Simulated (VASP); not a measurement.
# Al3BN2 (C2/m) in VASP: single point with PBE

Aim: the single point of Al3BN2 with PBE.

Everything below comes from runs of VASP 6.6.1. Logs are shortened: lines on timing, memory, paths and dates and some standing lists are left out, and cuts for length are marked.

**1. The cell of the first run**

It takes space group C2/m (No. 12, monoclinic). Conventional cell: a = 7.466 Å, b = 6.116 Å, c = 5.144 Å, α = 90.00°, β = 133.15°, γ = 90.00°. Within 2.5 Å of Al (site symmetry m) lie 2 N at 1.87 to 1.99 Å. Al (site symmetry 2/m) has 8 N at 2.64 to 3.39 Å and 8 Al at 2.65 to 3.36 Å and 2 B at 2.72 Å within 3.5 Å. Within 1.8 Å of B (site symmetry 2/m) lie 2 N at 1.35 Å. Within 1.8 Å of N (site symmetry m) lie 1 B at 1.35 Å.

**2. Single point, PBE**

Input file INCAR:

```
SYSTEM = Al3BN2
PREC     = Accurate       ! precision mode
ENCUT    = 600            ! plane-wave cutoff, eV
EDIFF    = 1E-6           ! SCF threshold, eV
ISMEAR   = 0              ! smearing method
SIGMA    = 0.15           ! smearing width, eV
LREAL    = .False.        ! projectors in reciprocal space
LASPH    = .True.         ! aspherical terms in the spheres
NELM     = 120            ! most SCF steps
ALGO     = Normal         ! electronic algorithm
ISIF     = 2              ! what is computed and relaxed
LWAVE    = .False.        ! write WAVECAR
LCHARG   = .False.        ! write CHGCAR
GGA      = PE             ! functional
NBANDS   = 20             ! bands
GGA_COMPAT= .False.
```

Input file KPOINTS:

```
Automatic mesh
0
Gamma
  3 3 3
  0 0 0
```

Input file POSCAR:

```
Al3BN2
1.0
    3.7225888203     -3.0580501834     -0.2781767487
    3.7225888203      3.0580501834     -0.2781767487
   -3.6577054108      0.0000000000      4.0366185575
Al B N
3 1 2
Direct
    0.9370574912      0.9370574912      0.1905467643
    0.0629425088      0.0629425088      0.8094532357
    0.5000000000      0.5000000000      0.5000000000
    0.5000000000      0.5000000000      0.0000000000
    0.2505261430      0.2505261430      0.6763739242
    0.7494738570      0.7494738570      0.3236260758
```

Potentials or basis: VASP PAW PBE potentials, release 64 (Al, B, N).

The run is started by

```
cat potpaw_PBE.64/Al/POTCAR potpaw_PBE.64/B/POTCAR potpaw_PBE.64/N/POTCAR > POTCAR
mpirun -np 1 vasp_std > vasp.out
```

OUTCAR:

```text
SYSTEM = Al3BN2
   PREC = Accurate
   ENCUT = 600
   EDIFF = 1E-6
   ISMEAR = 0
   LREAL = .False.
   LASPH = .True.
   NELM = 120
   ISIF = 2
   GGA = PE

 ion  position               nearest neighbor table
   1  0.937  0.937  0.191-   5 1.87   6 1.99   4 2.61   3 2.65   2 2.77   2 2.83   3 3.20   3 3.36
                             3 3.36
   2  0.063  0.063  0.809-   6 1.87   5 1.99   4 2.61   3 2.65   1 2.77   1 2.83   3 3.20   3 3.36
                             3 3.36
   3  0.500  0.500  0.500-   1 2.65   2 2.65   4 2.72   4 2.72   2 3.20   1 3.20   2 3.36   1 3.36
                             1 3.36   2 3.36
   4  0.500  0.500  0.000-   5 1.35   6 1.35   1 2.61   2 2.61   3 2.72   3 2.72
   5  0.251  0.251  0.676-   4 1.35   1 1.87   2 1.99
   6  0.749  0.749  0.324-   4 1.35   2 1.87   1 1.99

  Warning from LATTYP: Got some problem with cell dimensions!
  Tried to take original basis but could not verify dimensions!
  LATTYP: Found a base centered monoclinic cell.
 ALAT       =     7.4659359302
 B/A-ratio  =     0.8192007571
 C/A-ratio  =     0.6889498435
 COS(beta)  =    -0.6838708415

  Lattice vectors:

 A1 = (  -3.7225888203,   3.0580501834,   0.2781767487)
 A2 = (  -3.7225888203,  -3.0580501834,   0.2781767487)
 A3 = (   3.7874722298,   0.0000000000,   3.4802650601)

Analysis of symmetry for initial positions (statically):
=====================================================================
 Subroutine PRICEL returns:
 Original cell was already a primitive cell.

 Routine SETGRP: Setting up the symmetry group for a
 base centered monoclinic supercell.

 Subroutine GETGRP returns: Found  4 space group operations
 (whereof  4 operations were pure point group operations)
 out of a pool of  4 trial point group operations.

The static configuration has the point symmetry C_2h.

Analysis of symmetry for dynamics (positions and initial velocities):
=====================================================================
 Subroutine PRICEL returns:
 Original cell was already a primitive cell.

 Routine SETGRP: Setting up the symmetry group for a
 base centered monoclinic supercell.

 Subroutine GETGRP returns: Found  4 space group operations
 (whereof  4 operations were pure point group operations)
 out of a pool of  4 trial point group operations.

The dynamic configuration has the point symmetry C_2h.

 Subroutine INISYM returns: Found  4 space group operations
 (whereof  4 operations are pure point group operations),
 and found     1 'primitive' translations

[... 89 lines left out ...]
   EDIFFG = 0.1E-04   stopping-criterion for IOM
   NSW    =      0    number of steps for IOM
   IBRION =     -1    ionic relax: 0-MD 1-quasi-New 2-CG
   NFREE  =      0    steps in history (QN), initial steepest desc. (CG)
   ISIF   =      2    stress and relaxation
   ISYM   =      2    0-nonsym 1-usesym 2-fastsym
   POTIM  = 0.5000    time-step for ionic-motion
   TEBEG  =    0.0;   TEEND  =   0.0 temperature during run
   PSTRESS=    0.0 pullay stress
   NELECT =      22.0000    total number of electrons
   NUPDOWN=      -1.0000    fix difference up-down
   EMIN   =  10.00;   EMAX   =-10.00  energy-range for DOS
   EFERMI =   0.00;   METHOD = LEGACY
   ISMEAR =     0;   SIGMA  =   0.15  broadening in eV -4-tet -1-fermi 0-gaus
   EFERMI_NEDOS =   21; number of points for ismear=-14 and -15
   IALGO  =     38    algorithm
   IMIX   =      4    mixing-type and parameters
     AMIX     =   0.40;   BMIX     =  1.00
     AMIX_MAG =   1.60;   BMIX_MAG =  1.00
  volume/ion in A,a.u.               =      14.28        96.37
  Fermi-wavevector in a.u.,A,eV,Ry     =   1.040527  1.966310 14.730973  1.082696
  Thomas-Fermi vector in A             =   2.175106
   LORBIT       =      0    0 simple, 1 ext, 2 COOP (PROOUT), +10 PAW based schemes
   GGA     = PE    functional components
   LHFCALC =     F    Hartree Fock is set to
   AEXX    =    0.0000 exact exchange contribution
   IVDW    =     0    specifies the selected vdW correction
   LEPSILON=     F    determine dielectric tensor
   LRPA    =     F    only Hartree local field effects (RPA)
 non-spin polarized calculation
 Gauss-broadening in eV      SIGMA  =   0.15
  energy-cutoff  :      600.00
  volume of cell :       85.68
 maximum number of plane-waves:      2869
 NGX is ok and might be reduce to    40
   NGX = 19   NGY = 19   NGZ = 21

 number of electron      22.0000000 magnetization

 Free energy of the ion-electron system (eV)
  ---------------------------------------------------
  ext. energy  EPLUGINS =         0.00000000
  ---------------------------------------------------
  free energy    TOTEN  =       -34.69372221 eV

  energy without entropy =      -34.65751755  energy(sigma->0) =      -34.67561988

 E-fermi :   6.0647     XC(G=0):  -9.7509

 val. band max:        6.0506870334   @ k =   0.0000   0.0000   0.0000
 cond. band min:       6.0692648548   @ k =   0.3333   0.3333   0.3333
 fundamental gap:      0.0185778214
 Fermi energy:         6.0646797530

 k-point     1 :       0.0000    0.0000    0.0000
  band No.  band energies     occupation
      1     -11.7238      2.00000
      2     -10.4156      2.00000
      3      -3.3312      2.00000
      4      -1.2990      2.00000
      5      -0.7698      2.00000
      6      -0.1653      2.00000
[... 219 lines left out ...]
     19      12.1120      0.00000
     20      12.3818      0.00000

------------------------ aborting loop because EDIFF is reached ----------------------------------------

  FORCE on cell =-STRESS in cart. coord.  units (eV):
  Direction    XX          YY          ZZ          XY          YZ          ZX
  --------------------------------------------------------------------------------------
  -------------------------------------------------------------------------------------
  Total       -0.1663323      0.3550835     -0.2430683      0.0000000      0.0000000      0.0746006
  in kB       -3.1102829      6.6397799     -4.5451839      0.0000000      0.0000000      1.3949720
  external PRESSURE =      -0.3385623 kB  Pullay stress =       0.0000000 kB

 VOLUME and BASIS-vectors are now :
 -----------------------------------------------------------------------------
  energy-cutoff  :      600.00
  volume of cell :       85.68
      direct lattice vectors                 reciprocal lattice vectors
     3.722588820 -3.058050183 -0.278176749     0.144070454 -0.163502876  0.130546711
     3.722588820  3.058050183 -0.278176749     0.144070454  0.163502876  0.130546711
    -3.657705411  0.000000000  4.036618557     0.019856744  0.000000000  0.265724914

 POSITION                                       TOTAL-FORCE (eV/Angst)
 -----------------------------------------------------------------------------------
      6.27960      0.00000      0.24783         0.068498      0.000000     -0.005314
     -2.49212      0.00000      3.23244        -0.068498      0.000000      0.005314
      1.89374      0.00000      1.74013        -0.000000      0.000000      0.000000
      3.72259      0.00000     -0.27818         0.000000      0.000000      0.000000
     -0.60876      0.00000      2.59088         0.020439      0.000000      0.033783
      4.39624      0.00000      0.88938        -0.020439      0.000000     -0.033783
 -----------------------------------------------------------------------------------
    total drift:                               -0.000000      0.000000      0.000000

  FREE ENERGIE OF THE ION-ELECTRON SYSTEM (eV)
  ---------------------------------------------------
  free  energy   TOTEN  =       -34.6937222066 eV

  energy  without entropy=      -34.6575175472  energy(sigma->0) =      -34.67561988
```

stdout:

```text
POSCAR found type information on POSCAR AlB N
 POSCAR found :  3 types and       6 ions
 scaLAPACK will be used
 LDA part: xc-table for (Slater+PW92), standard interpolation
 POSCAR, INCAR and KPOINTS ok, starting setup
 FFT: planning ... GRIDC
 FFT: planning ... GRID_SOFT
 FFT: planning ... GRID
 WAVECAR not read
 entering main loop
```

Wall time 46 s (1 thread of Intel Xeon 8259CL, shared host); peak memory 0.26 GiB.

Results:

```
Free energy            : -34.6937 eV
Pressure               : 0.0 GPa
Largest force          : 0.069 eV/Å
Band gap on the k mesh : zero (band 11 reaches 6.47 eV, above the bottom of band 12 at 5.81 eV)
```

Forces on the atoms (eV/Å):
```
Al   0.068  0.000 -0.005
Al  -0.068  0.000  0.005
Al   0.000  0.000  0.000
B    0.000  0.000  0.000
N    0.020  0.000  0.034
N   -0.020  0.000 -0.034
```

Stress tensor (GPa, compression positive):
```
-0.31  0.00  0.14
 0.00  0.66  0.00
 0.14  0.00 -0.45
```

Caveat: the k points lie up to 0.56 Å⁻¹ apart.
